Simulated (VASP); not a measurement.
# SiO2 (rutile type) (P4_2/mnm) in VASP: notebook

Runs on SiO2 (rutile type). Level: PBE. Tasks: single point.

Program: VASP 6.6.1. These are calculated values, not measurements. Logs are shortened: lines on timing, memory, paths and dates and some standing lists are left out, and cuts for length are marked.

## (1) The cell of the first run

Symmetry: P4_2/mnm, No. 136, tetragonal system. The conventional cell has a = 3.576 Å, b = 3.576 Å, c = 2.341 Å, α = 90.00°, β = 90.00°, γ = 90.00°. Si (site symmetry mmm) has 6 O at 1.51 to 1.55 Å within 2.0 Å. O (site symmetry m2m) has 3 Si at 1.51 to 1.55 Å within 2.0 Å.

## (2) Single point, PBE

INCAR reads:

```
  PREC = Accurate
  ENCUT = 520
  EDIFF = 1E-6
  ISMEAR = -1
  SIGMA = 0.1
  LREAL = False
  LASPH = True
  NELM = 60
  ALGO = Normal
  ISIF = 2
  LWAVE = False
  LCHARG = False
  GGA = PE
  NBANDS = 25
```

KPOINTS reads:

```
Automatic mesh
0
Gamma
  7 7 10
```

POSCAR reads:

```
SiO2
1.0
    3.5757923557      0.0000000000      0.0000000000
    0.0000000000      3.5757923557      0.0000000000
    0.0000000000      0.0000000000      2.3412002772
Si O
2 4
Direct
    0.0000000000      0.0000000000      0.0000000000
    0.5000000000      0.5000000000      0.5000000000
    0.2983754371      0.2983754371      0.0000000000
    0.7016245629      0.7016245629      0.0000000000
    0.7983754371      0.2016245629      0.5000000000
    0.2016245629      0.7983754371      0.5000000000
```

Potentials or basis: VASP PAW PBE potentials, release 64 (Si, O).

Run with:

```bash
$ cat potpaw_PBE.64/Si/POTCAR potpaw_PBE.64/O/POTCAR > POTCAR
$ mpirun -np 1 vasp_std > vasp.out
```

OUTCAR:

```text
PREC = Accurate
   ENCUT = 520
   EDIFF = 1E-6
   ISMEAR = -1
   LREAL = False
   LASPH = True
   NELM = 60
   ISIF = 2
   GGA = PE

 ion  position               nearest neighbor table
   1  0.000  0.000  0.000-   3 1.51   4 1.51   5 1.55   6 1.55   5 1.55   6 1.55   2 2.79   2 2.79
                             2 2.79   2 2.79   2 2.79   2 2.79   2 2.79   2 2.79
   2  0.500  0.500  0.500-   5 1.51   6 1.51   3 1.55   4 1.55   3 1.55   4 1.55   1 2.79   1 2.79
                             1 2.79   1 2.79   1 2.79   1 2.79   1 2.79   1 2.79
   3  0.298  0.298  0.000-   1 1.51   2 1.55   2 1.55
   4  0.702  0.702  0.000-   1 1.51   2 1.55   2 1.55
   5  0.798  0.202  0.500-   2 1.51   1 1.55   1 1.55
   6  0.202  0.798  0.500-   2 1.51   1 1.55   1 1.55

  LATTYP: Found a simple tetragonal cell.
 ALAT       =     3.5757923557
 C/A-ratio  =     0.6547360821

  Lattice vectors:

 A1 = (   3.5757923557,   0.0000000000,   0.0000000000)
 A2 = (   0.0000000000,   3.5757923557,   0.0000000000)
 A3 = (   0.0000000000,   0.0000000000,   2.3412002772)

Analysis of symmetry for initial positions (statically):
=====================================================================
 Subroutine PRICEL returns:
 Original cell was already a primitive cell.

 Routine SETGRP: Setting up the symmetry group for a
 simple tetragonal supercell.

 Subroutine GETGRP returns: Found 16 space group operations
 (whereof  8 operations were pure point group operations)
 out of a pool of 16 trial point group operations.

The static configuration has the point symmetry D_2h.
 The point group associated with its full space group is D_4h.

Analysis of symmetry for dynamics (positions and initial velocities):
=====================================================================
 Subroutine PRICEL returns:
 Original cell was already a primitive cell.

 Routine SETGRP: Setting up the symmetry group for a
 simple tetragonal supercell.

 Subroutine GETGRP returns: Found 16 space group operations
 (whereof  8 operations were pure point group operations)
 out of a pool of 16 trial point group operations.

The dynamic configuration has the point symmetry D_2h.
 The point group associated with its full space group is D_4h.

 Subroutine INISYM returns: Found 16 space group operations
 (whereof  8 operations are pure point group operations),
 and found     1 'primitive' translations

----------------------------------------------------------------------------------------

                                     Primitive cell

  volume of cell :      29.9353

  direct lattice vectors                    reciprocal lattice vectors
     3.575792356  0.000000000  0.000000000     0.279658297  0.000000000  0.000000000
     0.000000000  3.575792356  0.000000000     0.000000000  0.279658297  0.000000000
     0.000000000  0.000000000  2.341200277     0.000000000  0.000000000  0.427131335

  length of vectors
     3.575792356  3.575792356  2.341200277     0.279658297  0.279658297  0.427131335

  position of ions in fractional coordinates (direct lattice)
     0.000000000  0.000000000  0.000000000
     0.500000000  0.500000000  0.500000000
     0.298375437  0.298375437  0.000000000
     0.701624563  0.701624563  0.000000000
     0.798375437  0.201624563  0.500000000
     0.201624563  0.798375437  0.500000000

  ion indices of the primitive-cell ions
   primitive index   ion index
                 1           1
                 2           2
                 3           3
                 4           4
                 5           5
                 6           6

----------------------------------------------------------------------------------------

 KPOINTS: Automatic mesh

Automatic generation of k-mesh.
 Grid dimensions read from file:
 generate k-points for:    7    7   10

 Generating k-lattice:

  Cartesian coordinates                     Fractional coordinates (reciprocal lattice)
     0.039951185  0.000000000  0.000000000     0.142857143  0.000000000  0.000000000
     0.000000000  0.039951185  0.000000000     0.000000000  0.142857143  0.000000000
     0.000000000  0.000000000  0.042713134     0.000000000  0.000000000  0.100000000

  Length of vectors
     0.039951185  0.039951185  0.042713134

  Shift w.r.t. Gamma in fractional coordinates (k-lattice)
     0.000000000  0.000000000  0.000000000

 Subroutine IBZKPT returns following result:
 ===========================================

 Found     60 irreducible k-points:

 Following reciprocal coordinates:
            Coordinates               Weight
  0.000000  0.000000  0.000000      1.000000
  0.142857  0.000000  0.000000      4.000000
  0.285714  0.000000  0.000000      4.000000
  0.428571  0.000000  0.000000      4.000000
  0.142857  0.142857  0.000000      4.000000
  0.285714  0.142857  0.000000      8.000000
[... 16 lines left out ...]
  0.285714  0.000000  0.200000      8.000000
  0.428571  0.000000  0.200000      8.000000
 [... further k-points ...]
   k-points           NKPTS =     60   k-points in BZ     NKDIM =     60   number of bands    NBANDS=     25
   number of dos      NEDOS =    301   number of ions     NIONS =      6
   total plane-waves  NPLWV =  14112
   dimension x,y,z NGX =    28 NGY =   28 NGZ =   18
   dimension x,y,z NGXF=    56 NGYF=   56 NGZF=   36
   ions per type =               2   4
   NGX,Y,Z   is equivalent  to a cutoff of  13.02, 13.02, 12.78 a.u.
   NGXF,Y,Z  is equivalent  to a cutoff of  26.04, 26.04, 25.56 a.u.
 SYSTEM =  unknown system
   PREC   = accura    normal or accurate (medium, high low for compatibility)
   ISTART =      0    job   : 0-new  1-cont  2-samecut
   ICHARG =      2    charge: 1-file 2-atom 10-const
   ISPIN  =      1    spin polarized calculation?
   LNONCOLLINEAR =      F non collinear calculations
   LSORBIT =      F    spin-orbit coupling
   LASPH  =      T    aspherical Exc in radial PAW
   ENCUT  =  520.0 eV  38.22 Ry    6.18 a.u.   6.65  6.65  4.35*2*pi/ulx,y,z
   NELM   =     60;   NELMIN=  2; NELMDL= -5     # of ELM steps
   EDIFF  = 0.1E-05   stopping-criterion for ELM
   LREAL  =      F    real-space projection
   EDIFFG = 0.1E-04   stopping-criterion for IOM
   NSW    =      0    number of steps for IOM
   IBRION =     -1    ionic relax: 0-MD 1-quasi-New 2-CG
   NFREE  =      0    steps in history (QN), initial steepest desc. (CG)
   ISIF   =      2    stress and relaxation
   ISYM   =      2    0-nonsym 1-usesym 2-fastsym
   POTIM  = 0.5000    time-step for ionic-motion
   TEBEG  =    0.0;   TEEND  =   0.0 temperature during run
   PSTRESS=    0.0 pullay stress
   NELECT =      32.0000    total number of electrons
   NUPDOWN=      -1.0000    fix difference up-down
   EMIN   =  10.00;   EMAX   =-10.00  energy-range for DOS
   EFERMI =   0.00;   METHOD = LEGACY
   ISMEAR =    -1;   SIGMA  =   0.10  broadening in eV -4-tet -1-fermi 0-gaus
   EFERMI_NEDOS =   21; number of points for ismear=-14 and -15
   IALGO  =     38    algorithm
   IMIX   =      4    mixing-type and parameters
     AMIX     =   0.40;   BMIX     =  1.00
     AMIX_MAG =   1.60;   BMIX_MAG =  1.00
  volume/ion in A,a.u.               =       4.99        33.67
  Fermi-wavevector in a.u.,A,eV,Ry     =   1.673904  3.163219 38.122888  2.801953
  Thomas-Fermi vector in A             =   2.758793
   LORBIT       =      0    0 simple, 1 ext, 2 COOP (PROOUT), +10 PAW based schemes
   GGA     = PE    functional components
   LHFCALC =     F    Hartree Fock is set to
   AEXX    =    0.0000 exact exchange contribution
   IVDW    =     0    specifies the selected vdW correction
   LEPSILON=     F    determine dielectric tensor
   LRPA    =     F    only Hartree local field effects (RPA)
 non-spin polarized calculation
  energy-cutoff  :      520.00
  volume of cell :       29.94
 maximum number of plane-waves:       822
 NGX is ok and might be reduce to    28

 number of electron      32.0000003 magnetization

 Free energy of the ion-electron system (eV)
  ---------------------------------------------------
  ext. energy  EPLUGINS =         0.00000000
  ---------------------------------------------------
  free energy    TOTEN  =       -32.41873408 eV

  energy without entropy =      -32.41873408  energy(sigma->0) =      -32.41873408

 E-fermi :  17.5936     XC(G=0): -14.7574

 val. band max:       15.7854567844   @ k =   0.0000   0.0000   0.0000
 cond. band min:      22.9192620766   @ k =   0.0000   0.0000   0.0000
 fundamental gap:      7.1338052922
 Fermi energy:        17.5935852725

 k-point     1 :       0.0000    0.0000    0.0000
  band No.  band energies     occupation
      1     -12.4482      2.00000
      2      -6.1713      2.00000
      3      -6.1713      2.00000
      4      -5.0851      2.00000
      5       1.3276      2.00000
      6       4.5382      2.00000
[... 17 lines left out ...]
     24      36.3939      0.00000
     25      36.7784      0.00000

 k-point     2 :       0.1429    0.0000    0.0000
  band No.  band energies     occupation
      1     -12.2731      2.00000
      2      -7.0639      2.00000
      3      -6.0601      2.00000
      4      -4.6373      2.00000
      5       1.3791      2.00000
      6       4.9431      2.00000
[... 17 lines left out ...]
     24      35.8783      0.00000
     25      36.3890      0.00000

 k-point     3 :       0.2857    0.0000    0.0000
  band No.  band energies     occupation
      1     -11.7548      2.00000
      2      -8.4520      2.00000
      3      -5.7427      2.00000
      4      -4.4705      2.00000
      5       1.6261      2.00000
      6       4.3899      2.00000
[... 17 lines left out ...]
     24      34.4578      0.00000
     25      34.7476      0.00000

 k-point     4 :       0.4286    0.0000    0.0000
  band No.  band energies     occupation
      1     -10.9124      2.00000
      2      -9.7862      2.00000
      3      -5.2738      2.00000
      4      -4.7749      2.00000
      5       2.2289      2.00000
      6       3.1853      2.00000
[... 17 lines left out ...]
     24      33.5339      0.00000
     25      35.5057      0.00000

 k-point     5 :       0.1429    0.1429    0.0000
  band No.  band energies     occupation
      1     -12.1000      2.00000
      2      -7.2819      2.00000
      3      -6.4428      2.00000
      4      -4.4534      2.00000
      5       1.5278      2.00000
      6       5.2340      2.00000
[... 17 lines left out ...]
     24      35.7905      0.00000
     25      36.2922      0.00000

 k-point     6 :       0.2857    0.1429    0.0000
  band No.  band energies     occupation
      1     -11.5876      2.00000
      2      -8.3859      2.00000
      3      -6.2810      2.00000
      4      -4.5866      2.00000
      5       1.9808      2.00000
      6       4.7988      2.00000
[... 17 lines left out ...]
     24      34.7930      0.00000
     25      35.2011      0.00000
[... 393 lines left out ...]
 k-point    21 :       0.0000    0.0000    0.2000
  band No.  band energies     occupation
      1     -11.6478      2.00000
      2      -5.7196      2.00000
      3      -5.7196      2.00000
      4      -5.1549      2.00000
      5       1.5785      2.00000
      6       5.4005      2.00000
[... 17 lines left out ...]
     24      35.0091      0.00000
     25      35.0091      0.00000

 k-point    22 :       0.1429    0.0000    0.2000
  band No.  band energies     occupation
      1     -11.4786      2.00000
      2      -6.5749      2.00000
      3      -5.6287      2.00000
      4      -4.7208      2.00000
      5       1.8038      2.00000
      6       5.5226      2.00000
[... 17 lines left out ...]
     24      34.2233      0.00000
     25      35.1465      0.00000

 k-point    23 :       0.2857    0.0000    0.2000
  band No.  band energies     occupation
      1     -10.9775      2.00000
      2      -7.8448      2.00000
      3      -5.3758      2.00000
      4      -4.5364      2.00000
      5       2.2773      2.00000
      6       4.6808      2.00000
[... 17 lines left out ...]
     24      32.9983      0.00000
     25      34.2065      0.00000

 k-point    24 :       0.4286    0.0000    0.2000
  band No.  band energies     occupation
      1     -10.1677      2.00000
      2      -9.0950      2.00000
      3      -5.0241      2.00000
      4      -4.6906      2.00000
      5       2.8470      2.00000
      6       3.6319      2.00000
[... 17 lines left out ...]
     24      32.7270      0.00000
     25      33.8467      0.00000

 [... further k-points ...]

------------------------ aborting loop because EDIFF is reached ----------------------------------------

  FORCE on cell =-STRESS in cart. coord.  units (eV):
  Direction    XX          YY          ZZ          XY          YZ          ZX
  --------------------------------------------------------------------------------------
  -------------------------------------------------------------------------------------
  Total       68.0989961     68.0989961     68.4521194      0.0000000      0.0000000      0.0000000
  in kB     3644.7533340   3644.7533340   3663.6529863      0.0000000      0.0000000      0.0000000
  external PRESSURE =    3651.0532181 kB  Pullay stress =       0.0000000 kB

 VOLUME and BASIS-vectors are now :
 -----------------------------------------------------------------------------
  energy-cutoff  :      520.00
  volume of cell :       29.94
      direct lattice vectors                 reciprocal lattice vectors
     3.575792356  0.000000000  0.000000000     0.279658297  0.000000000  0.000000000
     0.000000000  3.575792356  0.000000000     0.000000000  0.279658297  0.000000000
     0.000000000  0.000000000  2.341200277     0.000000000  0.000000000  0.427131335

 POSITION                                       TOTAL-FORCE (eV/Angst)
 -----------------------------------------------------------------------------------
      0.00000      0.00000      0.00000        -0.000000      0.000000      0.000000
      1.78790      1.78790      1.17060        -0.000000      0.000000      0.000000
      1.06693      1.06693      0.00000        -0.033726     -0.033726     -0.000000
      2.50886      2.50886      0.00000         0.033726      0.033726      0.000000
      2.85482      0.72097      1.17060        -0.033726      0.033726      0.000000
      0.72097      2.85482      1.17060         0.033726     -0.033726      0.000000
 -----------------------------------------------------------------------------------
    total drift:                                0.000000     -0.000000      0.000000

  FREE ENERGIE OF THE ION-ELECTRON SYSTEM (eV)
  ---------------------------------------------------
  free  energy   TOTEN  =       -32.4187340752 eV

  energy  without entropy=      -32.4187340751  energy(sigma->0) =      -32.41873408
```

Wall time 14 s (1 thread of Intel Xeon 6975P-C (Granite Rapids), shared host); peak memory 0.15 GiB.

Results:

```yaml
Free_energy: -32.4187 eV
Pressure: 365.1 GPa
Largest_force: 0.048 eV/Å
Band_gap_on_the_k_mesh: 7.13 eV, direct
```

Forces on the atoms (eV/Å):
```
Si   0.000  0.000  0.000
Si   0.000  0.000  0.000
O   -0.034 -0.034  0.000
O    0.034  0.034  0.000
O   -0.034  0.034  0.000
O    0.034 -0.034  0.000
```

Stress tensor (GPa, compression positive):
```
364.48   0.00   0.00
  0.00 364.48   0.00
  0.00   0.00 366.37
```

## (3) Single point, PBE

INCAR reads:

```
SYSTEM = SiO2
  ALGO = Normal
  EDIFF = 1E-7
  ENCUT = 520
  GGA = PE
  ISIF = 2
  ISMEAR = -1
  LASPH = .True.
  LCHARG = .False.
  LREAL = .False.
  LWAVE = .False.
  NBANDS = 25
  NELM = 60
  PREC = Accurate
  SIGMA = 0.1
```

KPOINTS reads:

```
k-points
0
Gamma
  7 7 10
  0 0 0
```

POSCAR is that of step 2.

Potentials or basis: VASP PAW PBE potentials, release 64 (Si, O).

Run with:

```bash
$ cat potpaw_PBE.64/Si/POTCAR potpaw_PBE.64/O/POTCAR > POTCAR
$ mpirun -np 1 vasp_std > vasp.out
```

Wall time 16 s (1 thread of Intel Xeon 6975P-C (Granite Rapids), shared host); peak memory 0.15 GiB.

The run converged. Its results:

* Free energy: -32.4187 eV
* Pressure: 365.1 GPa
* Largest force: 0.048 eV/Å
* Band gap on the k mesh: 7.13 eV, direct

Forces on the atoms (eV/Å):
```
Si   0.000  0.000  0.000
Si   0.000  0.000  0.000
O   -0.034 -0.034  0.000
O    0.034  0.034  0.000
O   -0.034  0.034  0.000
O    0.034 -0.034  0.000
```

Stress tensor (GPa, compression positive):
```
364.50   0.00   0.00
  0.00 364.50   0.00
  0.00   0.00 366.39
```

Levels at points of the mesh, in eV from the valence-band top:
| k point | band 13 | band 14 | band 15 | band 16 | band 17 | band 18 | band 19 | band 20 |
| --- | --- | --- | --- | --- | --- | --- | --- | --- |
| (0.00, 0.00, 0.00) | -2.65 | -1.21 | -1.21 | 0.00 | 7.13 | 11.78 | 11.78 | 11.87 |
| (0.00, 0.00, 0.50) | -6.24 | -6.24 | -4.50 | -4.50 | 14.59 | 14.59 | 16.78 | 16.78 |

(Continued in part 2 of 2.)
